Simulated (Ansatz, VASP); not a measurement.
## Al2Cu in VASP and in Ansatz

```
Al Cu
1.0
    -3.02619    3.02619    2.44162
     3.02619   -3.02619    2.44162
     3.02619    3.02619   -2.44162
Al Cu
4 2
Direct
  0.65872 0.15872 0.81744
  0.15872 0.34128 0.50000
  0.34128 0.84128 0.18256
  0.84128 0.65872 0.50000
  0.25000 0.25000 0.00000
  0.75000 0.75000 0.00000
```

Alike in both runs: task relaxation of cell and atoms; functional PBE; k mesh 10 × 10 × 10; occupations fermi-dirac, width 0.15 eV; no spin polarisation.

|  | VASP | Ansatz |
| --- | --- | --- |
| version | VASP 6.6.1 | Ansatz 0.2.0 |
| potentials or method | VASP PAW PBE potentials, release 64 (Al, Cu), cutoff 600 eV | scalar-relativistic, plane waves, PAW |
| valence electrons in the cell | 34 | 50 |

```csv
,VASP,Ansatz,Ansatz less VASP
"gap on the k mesh at the Fermi level, each at its own relaxed structure (eV)",none,none,-
relaxed volume (Å³/atom),14.95,14.92,-0.028
relaxed length of the cell vector where the two differ most in proportion (Å),4.932,4.929,-0.0031
```

A gap of «none» marks a metal or a gap that the smearing closes. VASP's potentials hold 34 valence electrons a cell and Ansatz's 50, so a difference there can come from the potentials and not from the codes.
